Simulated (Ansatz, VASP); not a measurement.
## Two plane-wave programs on Sc

```xyz
1
Lattice="-1.8365 1.8365 1.8365 1.8365 -1.8365 1.8365 1.8365 1.8365 -1.8365" Properties=species:S:1:pos:R:3 pbc="T T T"
Sc    0.0000    0.0000    0.0000
```

Alike in both runs: task single point; functional PBE; k mesh 8 × 8 × 8; occupations gaussian, width 0.05 eV; no spin polarisation.

```csv
,VASP,Ansatz
version,VASP 6.6.1,Ansatz 0.2.0
potentials or method,"VASP PAW PBE potentials, release 64 (Sc_sv), cutoff 520 eV","scalar-relativistic, plane waves, PAW"
valence electrons in the cell,11,11
```

|  | VASP | Ansatz | Ansatz less VASP |
| --- | --- | --- | --- |
| gap on the k mesh at the Fermi level (eV) | none | none | - |
| pressure (GPa) | 0.0 | 0.0 | -0.02 |

A gap of «none» marks a metal or a gap that the smearing closes.
